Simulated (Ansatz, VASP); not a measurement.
Two plane-wave programs on WS2

```
W S
1.0
     3.18000    0.00000    0.00000
    -1.59000    2.75396    0.00000
     0.00000    0.00000   12.50000
W S
2 4
Direct
  0.33333 0.66667 0.25000
  0.66667 0.33333 0.75000
  0.52201 0.85535 0.62000
  0.66667 0.33333 0.12000
  0.33333 0.66667 0.88000
  0.66667 0.33333 0.38000
```

Alike in both runs: task single point; functional LDA; k mesh 12 × 12 × 4; occupations gaussian, width 0.05 eV; no spin polarisation.

|  | VASP | Ansatz |
| --- | --- | --- |
| version | VASP 6.6.1 | Ansatz 0.2.0 |
| potentials or method | VASP PAW LDA potentials, release 64 (W_sv, S), cutoff 520 eV | scalar-relativistic, plane waves, PAW |
| valence electrons in the cell | 52 | 52 |

```csv
,VASP,Ansatz,Ansatz less VASP
gap on the k mesh at the Fermi level (eV),0.34,0.35,+0.001
least direct gap on the mesh (eV),0.35,0.36,+0.002
pressure (GPa),-6.1,-6.4,-0.29
"traceless stress, the component that is largest in VASP (GPa)",10.97,10.95,-0.014
rms of the force components (eV/Å),1.908,1.910,+0.0022
```

LDA's correlation is that of Perdew and Zunger in VASP and of Perdew and Wang (1992) in Ansatz. Atom by atom the forces differ by 0.019 eV/Å (rms over components).

Neither program's run includes spin-orbit coupling.
